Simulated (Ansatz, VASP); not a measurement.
**Two plane-wave programs on ZnO**

INCAR

```
SYSTEM = ZnO
PREC     = Accurate       ! precision mode
ENCUT    = 520            ! plane-wave cutoff, eV
EDIFF    = 1E-7           ! SCF threshold, eV
ISMEAR   = -1             ! smearing method
SIGMA    = 0.02           ! smearing width, eV
LREAL    = .FALSE.        ! projectors in reciprocal space
LASPH    = .TRUE.         ! aspherical terms in the spheres
NELM     = 120            ! most SCF steps
ALGO     = Normal         ! electronic algorithm
ISIF     = 2              ! what is computed and relaxed
LWAVE    = .FALSE.        ! write WAVECAR
LCHARG   = .FALSE.        ! write CHGCAR
GGA      = PE             ! functional
IBRION   = 2              ! ionic algorithm
NSW      = 80             ! ionic steps
EDIFFG   = -0.02          ! ionic threshold
GGA_COMPAT= .FALSE.      
NELMIN   = 4
```

File KPOINTS:

```
regular mesh
0
G
  11 11 6
  0 0 0
```

File POSCAR:

```
ZnO
1.0
    3.2494000000      0.0000000000      0.0000000000
   -1.6247000000      2.8140629471      0.0000000000
    0.0000000000      0.0000000000      5.3078760000
Zn O
2 2
Direct
    0.3333333333      0.6666666667      0.0004799578
    0.6666666667      0.3333333333      0.5004799578
    0.3333333333      0.6666666667      0.3816200422
    0.6666666667      0.3333333333      0.8816200422
```

Input for Ansatz:

```yaml
crystal:
  lattice:
    - [3.2494, 0.0, 0.0]
    - [-1.6247, 2.8140629471, 0.0]
    - [0.0, 0.0, 5.307876]
  atoms:
    - { symbol: Zn, position: [0.3333333333, 0.6666666667, 0.0004799578] }
    - { symbol: Zn, position: [0.6666666667, 0.3333333333, 0.5004799578] }
    - { symbol: O, position: [0.3333333333, 0.6666666667, 0.3816200422] }
    - { symbol: O, position: [0.6666666667, 0.3333333333, 0.8816200422] }
kpoints:
  mp_grid: { grid: [11, 11, 6] }
scf:
  occupations: { method: fermi_dirac, width: 0.02 }
hamiltonian:
  xc: pbe
  pseudopotentials: { kind: paw }
output:
  forces: true
  stress: true
  populations: true
  efg:
    quadrupole_moments_barn: { Zn: 0.122, O: -0.02558 }
    contact_densities: true
relax:
  f_tol: 0.02
  max_steps: 60
```

Change from the starting cell: z stretched by +2 %, ions relaxed.

Alike in both runs: task relaxation of the atoms; functional PBE; k mesh 11 × 11 × 6; occupations fermi-dirac, width 0.02 eV; no spin polarisation.

```csv
,VASP,Ansatz
version,VASP 6.6.1,Ansatz 0.2.0
potentials or method,"VASP PAW PBE potentials, release 64 (Zn, O)","plane-wave PAW, scalar-relativistic"
plane-wave cutoff (eV),520,420
valence electrons in the cell,36,36
```

```csv
,VASP,Ansatz,Ansatz less VASP
"gap on the k mesh at the Fermi level, each at its own relaxed structure (eV)",0.73,0.75,+0.015
```

Ansatz's warnings: stress scf threshold loose.
